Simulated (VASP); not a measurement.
Runs of VASP 6.6.1 on BN (pbe). The structure is that of space group P6_3mc (No. 186), or close to it. The cells are those of the table. 

| task | cell | k mesh | cutoff (eV) | smearing | gap on the mesh (eV) | pressure (GPa) |
| --- | --- | --- | --- | --- | --- | --- |
| single point | a = 2.550, b = 2.550, c = 4.210 Å, angles 90.0, 90.0, 120.0°, 4 atoms | 9 × 9 × 4 | 520 | gaussian 0.1 eV | 5.16 | (a) |
| single point | a = 2.554, b = 2.554, c = 4.224 Å, angles 90.0, 90.0, 120.0°, 4 atoms | 9 × 9 × 6 | 520 | gaussian 0.01 eV | 5.21 | 0.4 |
| single point | a = 2.554, b = 2.554, c = 4.224 Å, angles 90.0, 90.0, 120.0°, 4 atoms | 9 × 9 × 6 | 520 | gaussian 0.02 eV | 5.21 | 0.4 |
| relaxation of cell and atoms | relaxed from a = 2.550, b = 2.550, c = 4.210 Å, angles 90.0, 90.0, 120.0°, 4 atoms | 9 × 9 × 6 | 600 | gaussian 0.02 eV | 5.21 | 0.0 |

Alike in all rows: level PBE; potentials or basis VASP PAW PBE potentials, release 64 (B, N); no spin polarisation.

Q: Estimate the missing entries.

A: (a) 2.9.

A k mesh can miss the band edges.
